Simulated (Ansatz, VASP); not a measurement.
KCl in VASP and in Ansatz

```xyz
2
Lattice="0.0000 3.1561 3.1561 3.1561 0.0000 3.1561 3.1561 3.1561 0.0000" Properties=species:S:1:pos:R:3 pbc="T T T"
K     0.0000    0.0000    0.0000
Cl    3.1561    3.1561    3.1561
```

Alike in both runs: task electric field gradients; functional PBEsol; k mesh 7 × 7 × 7; occupations fermi-dirac, width 0.03 eV; no spin polarisation.

|  | VASP | Ansatz |
| --- | --- | --- |
| version | VASP 6.6.1 | Ansatz 0.2.0 |
| potentials or method | VASP PAW PBE potentials, release 64 (K_sv, Cl), cutoff 520 eV | all-electron PAW with datasets made for the crystal, scalar-relativistic |

|  | VASP | Ansatz | Ansatz less VASP |
| --- | --- | --- | --- |
| gap on the k mesh at the Fermi level (eV) | 4.99 | 5.00 | +0.004 |
| pressure (GPa) | -0.5 | -0.6 | -0.04 |

VASP's potentials were made for PBE, not for PBEsol. Ansatz ran all-electron here, and VASP with PAW potentials.
